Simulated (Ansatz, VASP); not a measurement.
## One calculation of Al2O3, two programs

```xyz
5
Lattice="2.7648 0.0000 0.0000 -1.3824 2.3944 0.0000 0.0000 0.0000 9.0224" Properties=species:S:1:pos:R:3 pbc="T T T"
Al    0.0000    0.0000    2.5078
Al    0.0000    0.0000    6.5146
O     0.0000    1.5963    1.7996
O     1.3824    0.7981    7.2229
O     0.0000    0.0000    4.5112
```

Alike in both runs: task single point; functional r2SCAN; k mesh 12 × 12 × 4; occupations gaussian, width 0.05 eV; no spin polarisation.

|  | VASP | Ansatz |
| --- | --- | --- |
| version | VASP 6.6.1 | Ansatz 0.2.0 |
| potentials or method | VASP PAW PBE potentials, release 64 (Al, O), cutoff 520 eV | scalar-relativistic, plane waves, PAW |
| valence electrons in the cell | 24 | 24 |

```csv
,VASP,Ansatz,Ansatz less VASP
gap on the k mesh at the Fermi level (eV),none,none,-
pressure (GPa),3.8,3.8,0.00
"traceless stress, the component that is largest in VASP (GPa)",-62.17,-61.76,+0.408
rms of the force components (eV/Å),1.813,1.819,+0.0061
```

VASP's potentials were made for PBE, not for r2SCAN. Atom by atom the forces differ by 0.013 eV/Å (rms over components). A gap of «none» marks a metal or a gap that the smearing closes. With one functional, cell and mesh, what is left measures potentials, basis and numerics.
